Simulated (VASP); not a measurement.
Runs of VASP 6.6.1 on PIr2. The structure is that of space group Fm-3m (No. 225), or close to it. The cells are those of the table. 

```tsv
task	potentials or basis	cell	cutoff (eV)	second run	gap on the mesh (eV)	pressure (GPa)
single point	VASP PAW LDA potentials, release 64 (P, Ir)	a = 3.875, b = 3.875, c = 3.836 Å, angles 60.3, 60.3, 59.3°, 3 atoms	520	-	none	10.7
electric field gradients	VASP PAW LDA potentials, release 64 (P, Ir)	a = 3.914 Å, angles 60.0°, 3 atoms	520	-	none	-2.9
single point	VASP PAW LDA potentials, release 64 (P, Ir)	a = 3.834 Å, angles 60.0°, 3 atoms	520	-	none	18.9
single point	VASP PAW LDA potentials, release 64 (P, Ir)	a = 3.894 Å, angles 60.7°, 3 atoms	520	-	none	-2.9
electric field gradients	VASP PAW LDA potentials, release 64 (P, Ir_sv_GW)	a = 3.888 Å, angles 60.0°, 3 atoms	420	valence_matched	none	(a)
electric field gradients	VASP PAW LDA potentials, release 64 (P, Ir_sv_GW)	a = 3.834 Å, angles 60.0°, 3 atoms	420	valence_matched	none	(b)
single point	VASP PAW LDA potentials, release 64 (P, Ir)	a = 3.888 Å, angles 60.0°, 3 atoms	520	-	none	3.5
single point	VASP PAW LDA potentials, release 64 (P, Ir)	a = 3.965 Å, angles 60.0°, 3 atoms	520	-	none	-13.7
```

Alike in all rows: level LDA; no spin polarisation; k mesh 11 × 11 × 11; smearing fermi-dirac 0.05 eV.

**Question.** Fill in the values left out.

**Answer.** (a) 0.8; (b) 15.8.

Caveats: spin-orbit coupling is left out, which moves the levels of the heavy elements.

A k mesh can miss the band edges, and the runs leave out spin-orbit coupling on Ir.

A gap of «none» marks levels without a gap at the run's occupations.

The runs don't all hold the same shells in valence.
